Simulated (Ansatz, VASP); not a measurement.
# LuBeSi4 in VASP and in Ansatz

```
CELL_PARAMETERS angstrom
3.11485 0.00000 0.00000
-1.55742 2.69754 0.00000
0.00000 0.00000 11.47001
ATOMIC_POSITIONS crystal
Lu 0.00000 0.00000 0.00000
Be 0.00000 0.00000 0.50000
Si 0.66667 0.33333 0.79485
Si 0.66667 0.33333 0.36165
Si 0.33333 0.66667 0.63835
Si 0.33333 0.66667 0.20515
```

Change from the starting cell: species swapped into the TaTiTe4 type (P-3m1, No. 164).

Alike in both runs: functional PBE; k mesh 12 × 12 × 4; occupations gaussian, width 0.1 eV; no spin polarisation.

Ansatz relaxed the structure, and its values are those at the end. VASP's run is a single point on that final structure, the one shown.

```csv
,VASP,Ansatz
version,VASP 6.6.1,Ansatz 0.2.0
potentials or method,"VASP PAW PBE potentials, release 64 (Lu, Be, Si), cutoff 520 eV","scalar-relativistic, plane waves, PAW"
valence electrons in the cell,43,43
```

|  | VASP | Ansatz | Ansatz less VASP |
| --- | --- | --- | --- |
| gap on the k mesh at the Fermi level (eV) | none | none | - |
| pressure (GPa) | 0.1 | 0.0 | -0.09 |
| rms of the force components (eV/Å) | 0.007 | 0.001 | -0.0063 |

A gap of «none» marks a metal or a gap that the smearing closes. The functional is the same, so the differences come from potentials, cutoffs and numerics.

Neither program's run includes spin-orbit coupling.
